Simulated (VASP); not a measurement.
**Al: single point with PBE+D3(BJ)**

Al:

```
Al
1.0
     2.86540    0.00000    0.00000
    -1.43270    2.48151    0.00000
     0.00000    0.00000   10.30650
Al
4
Cartesian
  0.0000 0.0000 0.0000
  0.0000 1.6543 2.5766
  0.0000 0.0000 5.1532
  1.4327 0.8272 7.7299
```

This isn't the form of Al at room conditions, which is fcc.

```yaml
Program: VASP 6.6.1
Task: single point
Functional: PBE
Dispersion: D3(BJ)
Potentials_or_basis: VASP PAW PBE potentials, release 64 (Al)
Cutoff: 500 eV
k_mesh: 18 × 18 × 4
Occupations: gaussian, width 0.15 eV
Spin: no spin polarisation
```

- Pressure: -8.2 GPa
- Band gap on the k mesh: zero (bands 6 and 7 overlap by 3.99 eV)
- Dispersion energy per atom: -0.302 eV

Stress tensor (GPa, compression positive):
```
 -6.93   0.00   0.00
  0.00  -6.93   0.00
  0.00   0.00 -10.71
```

Levels at points of the mesh, in eV from the Fermi level:
```tsv
k point	band 4	band 5	band 6	band 7	band 8	band 9
(0.00, 0.00, 0.00)	-5.32	-4.55	1.67	1.67	10.10	10.33
(0.50, 0.00, 0.00)	-3.40	-2.98	-2.91	0.36	0.68	0.92
(0.00, 0.00, 0.50)	-7.33	-1.91	-1.91	5.78	5.78	11.57
(0.50, 0.00, 0.50)	-4.17	-1.76	-1.76	-1.22	-1.22	3.47
```

Wall time 26 s on 1 thread of Intel(R) Xeon(R) 6975P-C (Granite Rapids) (shared host), peak memory 0.24 GiB.

Caveat: the cell stands under tension.
